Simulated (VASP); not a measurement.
Set up this calculation in VASP 6.6.1, as the native input.

| Property | Result |
| --- | --- |
| Task | relaxation of the atoms |
| Functional | LDA |
| Potentials or basis | VASP PAW LDA potentials, release 64 (C, H) |
| Cutoff | 520 eV |
| k mesh | 1 × 1 × 1 |
| Occupations | fermi-dirac, width 0.02 eV |
| Spin | no spin polarisation |
| Dipole correction | no |
| Further INCAR settings | LREAL = Auto; ALGO = Normal; EDIFF = 1e-07; IBRION = 2; EDIFFG = -0.3; NSW = 35 |

The structure of H4C lies in POSCAR:

```
H4C
1.0
    8.6854290000      0.0000000000      0.0000000000
    0.0000000000      8.6854290000      0.0000000000
    0.0000000000      0.0000000000      8.6854290000
C H
8 32
Direct
    0.1776124000      0.4776054000      0.7474548000
    0.2074333000      0.9760913000      0.4510384000
    0.1276559000      0.1638817000      0.9059105000
    0.8991917000      0.8725879000      0.2212738000
    0.3701626000      0.3019198000      0.1465626000
    0.8019034000      0.8633946000      0.5870464000
    0.8739576000      0.5171483000      0.4695284000
    0.6478469000      0.7227435000      0.8872442000
    0.2440793000      0.5611208000      0.8133885000
    0.0975672000      0.4182891000      0.8237061000
    0.2553568000      0.3940898000      0.6952928000
    0.1134463000      0.5369221000      0.6574315000
    0.2590307000      0.8638210000      0.4727878000
    0.1197252000      0.9652633000      0.3619879000
    0.2961271000      1.0561895000      0.4128598000
    0.1548501000      1.0190912000      0.5565180000
    0.2430074000      0.2094438000      0.9248326000
    0.1151855000      0.1302256000      0.7856953000
    0.0428026000      0.2520220000      0.9336801000
    0.1096278000      0.0638356000      0.9794338000
    0.9774736000      0.7917324000      0.2767196000
    0.8765706000      0.9686740000      0.2987056000
    0.7913683000      0.8144730000      0.1941313000
    0.9513542000      0.9154723000      0.1155385000
    0.3876981000      0.3990125000      0.2240574000
    0.3202398000      0.2060559000      0.2102632000
    0.4803305000      0.2668893000      0.0978202000
    0.2923819000      0.3357215000      0.0541097000
    0.8998986000      0.8567843000      0.6651052000
    0.7113095000      0.7863680000      0.6270413000
    0.8378820000      0.8293439000      0.4717813000
    0.7585235000      0.9810821000      0.5842577000
    0.8588994000      0.4575134000      0.3601810000
    0.7978440000      0.4666499000      0.5555318000
    0.8460233000      0.6386058000      0.4551172000
    0.9930636000      0.5058241000      0.5072837000
    0.6638821000      0.8409236000      0.8483049000
    0.7426768000      0.6903531000      0.9627298000
    0.6452877000      0.6460037000      0.7880253000
    0.5395409000      0.7136937000      0.9499167000
```

The input as run:

INCAR

```
SYSTEM = H4C
PREC = Accurate ; ENCUT = 520
EDIFF = 1E-7 ; ISMEAR = -1
SIGMA = 0.02 ; LREAL = Auto
LASPH = .True. ; NELM = 60
ALGO = Normal ; ISIF = 2
LWAVE = .False. ; LCHARG = .False.
IBRION = 2 ; NSW = 35
EDIFFG = -0.3
```

KPOINTS

```
regular mesh
0
Gamma
  1 1 1
  0 0 0
```

Potentials or basis: VASP PAW LDA potentials, release 64 (C, H).

The run is started by

```console
$ cat potpaw_LDA.64/C/POTCAR potpaw_LDA.64/H/POTCAR > POTCAR
$ mpirun -np 1 vasp_gam > vasp.out
```

Results of the run:

- Energy gained by relaxing: 12.0 meV/atom
- Ionic steps: 15
- Pressure after relaxing: -0.3 GPa
- Largest force after relaxing: 0.276 eV/Å
- Band gap on the k mesh: 6.76 eV

Caveat: the k points lie up to 0.72 Å⁻¹ apart; the relaxation stopped at a loose force limit of 0.3 eV/Å, so its end isn't a converged minimum.

Wall time 9.3 min on 1 thread of Intel Xeon 6975P-C (shared host), peak memory 0.51 GiB.
